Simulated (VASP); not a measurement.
Wanted: the native input for a VASP 6.6.1 run.

| Item | Value |
| --- | --- |
| Task | single point |
| Functional | PBE |
| Potentials or basis | VASP PAW PBE potentials, release 64 (Ti_sv, O) |
| Cutoff | 520 eV |
| k mesh | 6 × 6 × 6 |
| Occupations | gaussian, width 0.01 eV |
| Spin | no spin polarisation |
| Dipole correction | no |
| Further INCAR settings | ALGO = Normal; EDIFF = 1e-07; NBANDS = 33 |

The structure of TiO2 lies in POSCAR:

```
TiO2
1.0
   -1.8996672353      1.8996672353      4.8490087550
    1.8996672353     -1.8996672353      4.8490087550
    1.8996672353      1.8996672353     -4.8490087550
Ti O
2 4
Direct
    0.0000000000      0.0000000000      0.0000000000
    0.7500000000      0.2500000000      0.5000000000
    0.2065308840      0.2065308840      0.0000000000
    0.9565308840      0.4565308840      0.5000000000
    0.5434691160      0.0434691160      0.5000000000
    0.7934691160      0.7934691160      0.0000000000
```

One way to write it, as run:

INCAR

```
SYSTEM = TiO2
PREC = Accurate
ENCUT = 520
EDIFF = 1E-7
ISMEAR = 0
SIGMA = 0.01
LREAL = .FALSE.
LASPH = .TRUE.
NELM = 80
ALGO = Normal
ISIF = 2
LWAVE = .FALSE.
LCHARG = .TRUE.
GGA = PE
LELF = .TRUE.
LVHAR = .TRUE.
NBANDS = 33
```

KPOINTS

```
regular mesh
0
G
  6 6 6
  0 0 0
```

Potentials or basis: VASP PAW PBE potentials, release 64 (Ti_sv, O).

Launch:

```bash
$ cat potpaw_PBE.64/Ti_sv/POTCAR potpaw_PBE.64/O/POTCAR > POTCAR
$ mpirun -np 1 vasp_std > vasp.out
```

Results of the run:

```json
{
  "Pressure": "0.6 GPa",
  "Largest force": "0.012 eV/Å",
  "Band gap on the k mesh": "2.15 eV (least direct gap 2.41 eV)"
}
```

It took 2 min on 1 thread of Intel(R) Xeon(R) Platinum 8559C (Emerald Rapids) (shared host), peak memory 0.27 GiB.
